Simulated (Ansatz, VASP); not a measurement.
One calculation of Cd2Ge, two programs

```
Cd Ge
1.0
    -1.91385    1.91385    4.55807
     1.91385   -1.91385    4.55807
     1.91385    1.91385   -4.55807
Cd Ge
2 1
Direct
  0.66341 0.66341 0.00000
  0.33659 0.33659 0.00000
  0.00000 0.00000 0.00000
```

Alike in both runs: functional PBE; k mesh 6 × 6 × 6; occupations gaussian, width 0.1 eV; no spin polarisation.

Ansatz relaxed the structure, and its values are those at the end. VASP's run is a single point on that final structure, the one shown.

|  | VASP | Ansatz |
| --- | --- | --- |
| version | VASP 6.6.1 | Ansatz 0.2.0 |
| potentials or method | VASP PAW PBE potentials, release 64 (Cd, Ge_d), cutoff 520 eV | scalar-relativistic, plane waves, PAW |
| valence electrons in the cell | 38 | 54 |

```csv
,VASP,Ansatz,Ansatz less VASP
gap on the k mesh at the Fermi level (eV),none,none,-
pressure (GPa),0.0,-0.2,-0.22
rms of the force components (eV/Å),0.009,0.007,-0.0017
```

A gap of «none» marks a metal or a gap that the smearing closes. VASP's potentials hold 38 valence electrons a cell and Ansatz's 54, so a difference there can come from the potentials and not from the codes.

The k mesh is coarse, so the values compare programs but aren't converged.
